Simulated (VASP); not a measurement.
Crystal: Te.

```xyz
2
Lattice="0.0000 3.3892 3.3892 3.3892 0.0000 3.3892 3.3892 3.3892 0.0000" Properties=species:S:1:pos:R:3 pbc="T T T"
Te    0.8473    0.8473    0.8473
Te    5.9310    5.9310    5.9310
```

This isn't the form of Te at room conditions, which is trigonal, of chains.

```yaml
Program: VASP 6.6.1
Task: relaxation of cell and atoms
Functional: revPBE
Potentials_or_basis: VASP PAW PBE potentials, release 64 (Te)
Cutoff: 600 eV
k_mesh: 8 × 8 × 8
Occupations: fermi-dirac, width 0.1 eV
Spin: no spin polarisation
```

At the start: pressure 7.6 GPa; volume 38.93 Å³/atom.

**Question.** How do energy, volume and symmetry change on relaxing?

**Answer.** Over 4 steps the energy falls by 172.9 meV/atom and the volume is 47.71 Å³/atom (+22.6 %); space group Fd-3m (No. 227, to 0.1 Å) before and after.

Step by step:
```tsv
step	energy change (eV)	largest force (eV/Å)	pressure (GPa)	volume (Å³)
1	0.0000	0.0000	7.61	77.86
2	-0.3256	0.0000	-1.16	100.61
3	-0.3458	0.0000	0.06	95.06
4	-0.3458	0.0000	-0.03	95.43
```

Final structure:
```cif
data_structure
_symmetry_space_group_name_H-M 'P 1'
_symmetry_Int_Tables_number 1
_cell_length_a 5.1293
_cell_length_b 5.1293
_cell_length_c 5.1293
_cell_angle_alpha 60.000
_cell_angle_beta 60.000
_cell_angle_gamma 60.000
_cell_volume 95.43
loop_
_atom_site_label
_atom_site_type_symbol
_atom_site_fract_x
_atom_site_fract_y
_atom_site_fract_z
_atom_site_occupancy
Te1 Te 0.12500 0.12500 0.12500 1
Te2 Te 0.87500 0.87500 0.87500 1
```

Caveat: the volume moved by over 15 % at a fixed basis, so the end points are rough; the PAW data sets were made with another functional, which shifts forces and pressure a little.
